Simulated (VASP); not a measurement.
Ta, 1 atom in the cell. Symmetry: Im-3m, No. 229, cubic system. The conventional cell has a = 3.283 Å, b = 3.283 Å, c = 3.283 Å, α = 90.00°, β = 90.00°, γ = 90.00°. Ta (site symmetry m-3m) has 14 Ta at 2.84 to 3.28 Å within 3.7 Å. 

- Program: VASP 6.6.1
- Task: single point
- Functional: PBE
- Dispersion: D3(BJ)
- Potentials or basis: VASP PAW PBE potentials, release 64 (Ta_pv)
- Cutoff: 520 eV
- k mesh: 11 × 11 × 11
- Occupations: fermi-dirac, width 0.05 eV
- Spin: no spin polarisation
- Dipole correction: no
- Further INCAR settings: ALGO = Normal; EDIFF = 1e-07; NBANDS = 12

Potentials or basis: VASP PAW PBE potentials, release 64 (Ta_pv).

Command:

```bash
$ cat potpaw_PBE.64/Ta_pv/POTCAR > POTCAR
$ mpirun -np 1 vasp_std > vasp.out
```

Hardware: 1 thread of Intel Xeon 8259CL, on a shared host.

Question: How long does it take, and how much memory?

Answer: It took 9.2 s on 1 thread of Intel Xeon 8259CL, with other jobs on the host, peak memory 0.16 GiB. Counts: scf iterations 12, k points 56.
